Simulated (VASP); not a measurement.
Here is a VASP 6.6.1 calculation.

INCAR

```
SYSTEM = Mn
ALGO = Normal
EDIFF = 1E-6
ENCUT = 520
GGA = PS
ISIF = 2
ISMEAR = -1
ISPIN = 2
LASPH = .True.
LCHARG = .True.
LELF = .True.
LMAXMIX = 4
LORBIT = 11
LREAL = .False.
LVHAR = .True.
LWAVE = .False.
MAGMOM = 1.918 -1.918
NBANDS = 24
NELM = 150
PREC = Accurate
SIGMA = 0.05
```

File KPOINTS:

```
k-points
0
Gamma
  13 13 13
  0 0 0
```

POSCAR

```
Mn
1.0
    0.0000000000      2.2848545732      2.2848545732
    2.2848545732      0.0000000000      2.2848545732
    2.2848545732      2.2848545732      0.0000000000
Mn
2
Direct
    0.0000000000      0.0000000000      0.0000000000
    0.5000000000      0.5000000000      0.5000000000
```

Potentials or basis: VASP PAW PBE potentials, release 64 (Mn_pv).

Run with:

```console
$ cat potpaw_PBE.64/Mn_pv/POTCAR > POTCAR
$ mpirun -np 1 vasp_std > vasp.out
```

**Question.** Estimate the net moment.

**Answer.** 0.00 μB per cell.

**Question.** What does it give for the pressure?

**Answer.** 6.2 GPa.

**Question.** Estimate the site moments.

**Answer.** Mn +1.88, -1.88 μB.

**Question.** Predict the band gap on the k mesh.

**Answer.** Zero (filled and empty bands overlap).

Caveat: the PAW data sets were made with another functional, which shifts forces and pressure a little.
